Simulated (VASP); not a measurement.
## Ge8N (a cell with a defect): single point with PBE

Ge8N (a cell with a defect):

```
Ge N
1.0
     5.76158    0.00000    0.00000
     0.00000   -5.76158    0.00000
     0.00000    0.00000   -5.76158
Ge N
8 1
Direct
  0.50000 0.00000 0.00000
  0.00000 0.50000 0.00000
  0.00000 0.00000 0.50000
  0.50000 0.50000 0.50000
  0.75000 0.75000 0.75000
  0.25000 0.25000 0.75000
  0.25000 0.75000 0.25000
  0.75000 0.25000 0.25000
  0.75000 0.50000 0.75000
```

```
Program             : VASP 6.6.1
Task                : single point
Functional          : PBE
Potentials or basis : VASP PAW PBE potentials, release 64 (Ge_d, N)
Cutoff              : 520 eV
k mesh              : 6 × 6 × 6
Occupations         : gaussian, width 0.15 eV
Spin                : no spin polarisation
```

| Quantity | Value |
| --- | --- |
| Pressure | 12.9 GPa |
| Largest force | 23.093 eV/Å |
| Band gap on the k mesh | zero (an odd number of electrons rules out a gap without spin polarisation) |

Forces on the atoms (eV/Å):
```
Ge   -0.023  -0.344  -0.023
Ge    0.689   1.756  -0.689
Ge    0.023  -0.344   0.023
Ge   -0.689   1.756   0.689
Ge    0.000 -23.093   0.000
Ge    0.000   0.156   0.000
Ge    0.000  -0.691   0.000
Ge    0.000   0.156   0.000
N     0.000  20.648   0.000
```

Stress tensor (GPa, compression positive):
```
 4.26  0.00 -2.53
 0.00 30.23  0.00
-2.53  0.00  4.26
```

Levels at points of the mesh, in eV from the Fermi level:
```
           k point  band 56  band 57  band 58  band 59  band 60  band 61
(0.00, 0.00, 0.00)    -1.27    -1.21    -0.18     0.09     0.52     0.76
(0.50, 0.00, 0.00)    -2.08    -1.65    -1.25    -0.02     1.39     1.69
(0.00, 0.50, 0.00)    -1.74    -1.69    -1.01     0.36     1.23     2.01
(0.50, 0.50, 0.00)    -1.37    -1.08    -0.97     0.47     1.29     2.17
(0.50, 0.00, 0.50)    -1.33    -1.16    -0.97    -0.08     1.40     1.97
(0.50, 0.50, 0.50)    -1.06    -1.06    -0.80    -0.46    -0.12     0.95
```

Wall time 15 min on 1 thread of Intel Xeon 8259CL (shared host), peak memory 0.61 GiB.

Caveat: an odd number of electrons without spin polarisation forces a metal; a magnetic or distorted state may lie lower.
